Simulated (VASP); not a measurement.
Input of a VASP 6.6.1 run:

INCAR

```
ALGO     = Normal         # electronic algorithm
EDIFF    = 1E-6           # SCF threshold, eV
ENCUT    = 520            # plane-wave cutoff, eV
GGA      = PE             # functional
ISIF     = 2              # what is computed and relaxed
ISMEAR   = -1             # smearing method
LASPH    = T              # aspherical terms in the spheres
LCHARG   = F              # write CHGCAR
LREAL    = F              # projectors in reciprocal space
LWAVE    = F              # write WAVECAR
NBANDS   = 13             # bands
NELM     = 100            # most SCF steps
PREC     = Accurate       # precision mode
SIGMA    = 0.1            # smearing width, eV
```

Contents of KPOINTS:

```
k-points
0
Gamma
  6 6 6
```

Contents of POSCAR:

```
Ge
1.0
    2.7137598636      0.0000000000      0.0000000000
    0.0000000000      2.7137598636      0.0000000000
    0.0000000000      0.0000000000      2.7137598636
Ge
1
Direct
    0.0000000000      0.0000000000      0.0000000000
```

Potentials or basis: VASP PAW PBE potentials, release 64 (Ge_d).

Command:

```bash
$ cat potpaw_PBE.64/Ge_d/POTCAR > POTCAR
$ mpirun -np 1 vasp_std > vasp.out
```

What does it give for the band gap on the k mesh?

Zero (band 7 reaches 12.44 eV, above the bottom of band 8 at 3.36 eV).

Estimate the pressure.

-0.6 GPa.

Caveat: the k points lie up to 0.39 Å⁻¹ apart.
